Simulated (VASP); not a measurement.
# F2 in VASP: further runs, part 2 of 2

VASP 6.6.1. The steps go on from the part before.

### Step 3. Single point, PBEsol

The input, INCAR:

```
PREC     = Accurate       # precision mode
ENCUT    = 1350           # plane-wave cutoff, eV
EDIFF    = 1E-6           # SCF threshold, eV
ISMEAR   = -1             # smearing method
SIGMA    = 0.01           # smearing width, eV
LREAL    = False          # projectors in reciprocal space
LASPH    = True           # aspherical terms in the spheres
NELM     = 120            # most SCF steps
ALGO     = Normal         # electronic algorithm
ISIF     = 2              # what is computed and relaxed
LWAVE    = False          # write WAVECAR
LCHARG   = False          # write CHGCAR
GGA      = PS             # functional
NBANDS   = 14             # bands
GGA_COMPAT= False
```

The input, KPOINTS:

```
regular mesh
0
Gamma
  1 1 1
```

The input, POSCAR:

```
F
1.0
    9.0000000000      0.0000000000      0.0000000000
    0.0000000000      9.2000000000      0.0000000000
    0.0000000000      0.0000000000     10.4000000000
F
2
Direct
    0.5000000000      0.5000000000      0.4327798393
    0.5000000000      0.5000000000      0.5672201607
```

Potentials or basis: VASP PAW PBE potentials, release 64 (F_h).

Run with:

```sh
$ cat potpaw_PBE.64/F_h/POTCAR > POTCAR
$ mpirun -np 1 vasp_gam > vasp.out
```

OUTCAR:

```text
PREC = Accurate
   ENCUT = 1350
   EDIFF = 1E-6
   ISMEAR = -1
   LREAL = False
   LASPH = True
   NELM = 120
   ISIF = 2
   GGA = PS

 ion  position               nearest neighbor table
   1  0.500  0.500  0.433-   2 1.40
   2  0.500  0.500  0.567-   1 1.40

  LATTYP: Found a simple orthorhombic cell.
 ALAT       =     9.0000000000
 B/A-ratio  =     1.0222222222
 C/A-ratio  =     1.1555555556

  Lattice vectors:

 A1 = (   9.0000000000,   0.0000000000,   0.0000000000)
 A2 = (   0.0000000000,   9.2000000000,   0.0000000000)
 A3 = (   0.0000000000,   0.0000000000,  10.4000000000)

Analysis of symmetry for initial positions (statically):
=====================================================================
 Subroutine PRICEL returns:
 Original cell was already a primitive cell.

 Routine SETGRP: Setting up the symmetry group for a
 simple orthorhombic supercell.

 Subroutine GETGRP returns: Found  8 space group operations
 (whereof  8 operations were pure point group operations)
 out of a pool of  8 trial point group operations.

The static configuration has the point symmetry D_2h.

Analysis of symmetry for dynamics (positions and initial velocities):
=====================================================================
 Subroutine PRICEL returns:
 Original cell was already a primitive cell.

 Routine SETGRP: Setting up the symmetry group for a
 simple orthorhombic supercell.

 Subroutine GETGRP returns: Found  8 space group operations
 (whereof  8 operations were pure point group operations)
 out of a pool of  8 trial point group operations.

The dynamic configuration has the point symmetry D_2h.

 Subroutine INISYM returns: Found  8 space group operations
 (whereof  8 operations are pure point group operations),
 and found     1 'primitive' translations

----------------------------------------------------------------------------------------

                                     Primitive cell

  volume of cell :     861.1200

  direct lattice vectors                    reciprocal lattice vectors
     9.000000000  0.000000000  0.000000000     0.111111111  0.000000000  0.000000000
     0.000000000  9.200000000  0.000000000     0.000000000  0.108695652  0.000000000
     0.000000000  0.000000000 10.400000000     0.000000000  0.000000000  0.096153846

  length of vectors
     9.000000000  9.200000000 10.400000000     0.111111111  0.108695652  0.096153846

  position of ions in fractional coordinates (direct lattice)
     0.500000000  0.500000000  0.432779839
     0.500000000  0.500000000  0.567220161

  ion indices of the primitive-cell ions
   primitive index   ion index
                 1           1
                 2           2

----------------------------------------------------------------------------------------

 KPOINTS: regular mesh

Automatic generation of k-mesh.
 Grid dimensions read from file:
 generate k-points for:    1    1    1

 Generating k-lattice:

  Cartesian coordinates                     Fractional coordinates (reciprocal lattice)
     0.111111111  0.000000000  0.000000000     1.000000000  0.000000000  0.000000000
     0.000000000  0.108695652  0.000000000     0.000000000  1.000000000  0.000000000
     0.000000000  0.000000000  0.096153846     0.000000000  0.000000000  1.000000000

  Length of vectors
     0.111111111  0.108695652  0.096153846

  Shift w.r.t. Gamma in fractional coordinates (k-lattice)
     0.000000000  0.000000000  0.000000000

 Subroutine IBZKPT returns following result:
 ===========================================

 Found      1 irreducible k-points:

 Following reciprocal coordinates:
            Coordinates               Weight
  0.000000  0.000000  0.000000      1.000000
   k-points           NKPTS =      1   k-points in BZ     NKDIM =      1   number of bands    NBANDS=     14
   number of dos      NEDOS =    301   number of ions     NIONS =      2
   total plane-waves  NPLWV = ******
   dimension x,y,z NGX =   108 NGY =  112 NGZ =  126
   dimension x,y,z NGXF=   216 NGYF=  224 NGZF=  252
   ions per type =               2
   NGX,Y,Z   is equivalent  to a cutoff of  19.95, 20.24, 20.14 a.u.
   NGXF,Y,Z  is equivalent  to a cutoff of  39.90, 40.48, 40.28 a.u.
 SYSTEM =  unknown system
   PREC   = accura    normal or accurate (medium, high low for compatibility)
   ISTART =      0    job   : 0-new  1-cont  2-samecut
   ICHARG =      2    charge: 1-file 2-atom 10-const
   ISPIN  =      1    spin polarized calculation?
   LNONCOLLINEAR =      F non collinear calculations
   LSORBIT =      F    spin-orbit coupling
   LASPH  =      T    aspherical Exc in radial PAW
   ENCUT  = 1350.0 eV  99.22 Ry    9.96 a.u.  26.96 27.56 31.16*2*pi/ulx,y,z
   NELM   =    120;   NELMIN=  2; NELMDL= -5     # of ELM steps
   EDIFF  = 0.1E-05   stopping-criterion for ELM
   LREAL  =      F    real-space projection
   EDIFFG = 0.1E-04   stopping-criterion for IOM
   NSW    =      0    number of steps for IOM
   IBRION =     -1    ionic relax: 0-MD 1-quasi-New 2-CG
   NFREE  =      0    steps in history (QN), initial steepest desc. (CG)
   ISIF   =      2    stress and relaxation
   ISYM   =      2    0-nonsym 1-usesym 2-fastsym
   POTIM  = 0.5000    time-step for ionic-motion
   TEBEG  =    0.0;   TEEND  =   0.0 temperature during run
   PSTRESS=    0.0 pullay stress
   NELECT =      14.0000    total number of electrons
   NUPDOWN=      -1.0000    fix difference up-down
   EMIN   =  10.00;   EMAX   =-10.00  energy-range for DOS
   EFERMI =   0.00;   METHOD = LEGACY
   ISMEAR =    -1;   SIGMA  =   0.01  broadening in eV -4-tet -1-fermi 0-gaus
   EFERMI_NEDOS =   21; number of points for ismear=-14 and -15
   IALGO  =     38    algorithm
   IMIX   =      4    mixing-type and parameters
     AMIX     =   0.40;   BMIX     =  1.00
     AMIX_MAG =   1.60;   BMIX_MAG =  1.00
  volume/ion in A,a.u.               =     430.56      2905.56
  Fermi-wavevector in a.u.,A,eV,Ry     =   0.414728  0.783722  2.340188  0.171999
  Thomas-Fermi vector in A             =   1.373205
   LORBIT       =      0    0 simple, 1 ext, 2 COOP (PROOUT), +10 PAW based schemes
   GGA     = PS    functional components
   LHFCALC =     F    Hartree Fock is set to
   AEXX    =    0.0000 exact exchange contribution
   IVDW    =     0    specifies the selected vdW correction
   LEPSILON=     F    determine dielectric tensor
   LRPA    =     F    only Hartree local field effects (RPA)
 non-spin polarized calculation
  energy-cutoff  :     1350.00
  volume of cell :      861.12
 maximum number of plane-waves:     48527
 NGX is ok and might be reduce to   108
   NGX = 53   NGY = 55   NGZ = 63

 number of electron      13.9999995 magnetization

 Free energy of the ion-electron system (eV)
  ---------------------------------------------------
  ext. energy  EPLUGINS =         0.00000000
  ---------------------------------------------------
  free energy    TOTEN  =        -3.95070104 eV

  energy without entropy =       -3.95070104  energy(sigma->0) =       -3.95070104

 E-fermi :  -8.8290     XC(G=0):  -0.5959

 val. band max:       -9.1488757884   @ k =   0.0000   0.0000   0.0000
 cond. band min:      -5.4145667874   @ k =   0.0000   0.0000   0.0000
 fundamental gap:      3.7343090009
 Fermi energy:        -8.8289884961

 k-point     1 :       0.0000    0.0000    0.0000
  band No.  band energies     occupation
      1     -33.9427      2.00000
      2     -27.2867      2.00000
      3     -15.3376      2.00000
      4     -12.7096      2.00000
      5     -12.7096      2.00000
      6      -9.1489      2.00000
      7      -9.1489      2.00000
      8      -5.4146      0.00000
      9      -0.2407      0.00000
     10       1.1497      0.00000
     11       1.2180      0.00000
     12       1.5073      0.00000
     13       1.5786      0.00000
     14       1.6396      0.00000

------------------------ aborting loop because EDIFF is reached ----------------------------------------

  FORCE on cell =-STRESS in cart. coord.  units (eV):
  Direction    XX          YY          ZZ          XY          YZ          ZX
  --------------------------------------------------------------------------------------
  -------------------------------------------------------------------------------------
  Total       -0.1135674     -0.1129216     -0.0675165      0.0000000      0.0000000      0.0000000
  in kB       -0.2113005     -0.2100989     -0.1256194      0.0000000      0.0000000      0.0000000
  external PRESSURE =      -0.1823396 kB  Pullay stress =       0.0000000 kB

 VOLUME and BASIS-vectors are now :
 -----------------------------------------------------------------------------
  energy-cutoff  :     1350.00
  volume of cell :      861.12
      direct lattice vectors                 reciprocal lattice vectors
     9.000000000  0.000000000  0.000000000     0.111111111  0.000000000  0.000000000
     0.000000000  9.200000000  0.000000000     0.000000000  0.108695652  0.000000000
     0.000000000  0.000000000 10.400000000     0.000000000  0.000000000  0.096153846

 POSITION                                       TOTAL-FORCE (eV/Angst)
 -----------------------------------------------------------------------------------
      4.50000      4.60000      4.50091         0.000000      0.000000     -0.015509
      4.50000      4.60000      5.89909         0.000000      0.000000      0.015509
 -----------------------------------------------------------------------------------
    total drift:                                0.000000      0.000000     -0.000000

  FREE ENERGIE OF THE ION-ELECTRON SYSTEM (eV)
  ---------------------------------------------------
  free  energy   TOTEN  =        -3.9507010425 eV

  energy  without entropy=       -3.9507010425  energy(sigma->0) =       -3.95070104
```

Run time: 3 min. Hardware: 1 thread of AMD EPYC 7R13 (Zen 3), shared host; peak memory 1.9 GiB.

What came out:

| Item | Value |
| --- | --- |
| Free energy | -3.9507 eV |
| Largest force | 0.016 eV/Å |

Forces in eV/Å, atoms in the order of the input:
```
F    0.000  0.000 -0.016
F    0.000  0.000  0.016
```

Levels at points of the mesh, in eV from the Fermi level:
```csv
k point,band 3,band 4,band 5,band 6,band 7,band 8,band 9,band 10,band 11,band 12
"(0.00, 0.00, 0.00)",-6.51,-3.88,-3.88,-0.32,-0.32,3.41,8.59,9.98,10.05,10.34
```

Caveat: the PAW data sets were made with another functional, which shifts forces and pressure a little.
